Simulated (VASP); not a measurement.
Here is a VASP 6.6.1 calculation.

Contents of INCAR:

```
  PREC = Accurate
  ENCUT = 520
  EDIFF = 1E-6
  ISMEAR = 0
  SIGMA = 0.1
  LREAL = False
  LASPH = True
  NELM = 100
  ALGO = Fast
  ISIF = 2
  LWAVE = False
  LCHARG = False
  GGA = PE
  NBANDS = 21
```

Contents of KPOINTS:

```
regular mesh
0
Gamma
  10 10 12
```

File POSCAR:

```
RbGeN
1.0
    4.9003216864      0.0000000000      0.0000000000
    0.0000000000      4.9003216864      0.0000000000
    0.0000000000      0.0000000000      3.7997243216
Rb Ge N
1 1 1
Direct
    0.5000000000      0.5000000000      0.5000000000
    0.0000000000      0.0000000000      0.5000000000
    0.0000000000      0.0000000000      0.0000000000
```

Potentials or basis: VASP PAW PBE potentials, release 64 (Rb_sv, Ge_d, N).

Launch:

```sh
$ cat potpaw_PBE.64/Rb_sv/POTCAR potpaw_PBE.64/Ge_d/POTCAR potpaw_PBE.64/N/POTCAR > POTCAR
$ mpirun -np 1 vasp_std > vasp.out
```

**Question.** Estimate the pressure.

**Answer.** -0.1 GPa.

**Question.** Predict the band gap on the k mesh.

**Answer.** Zero (bands 14 and 15 overlap by 0.83 eV).
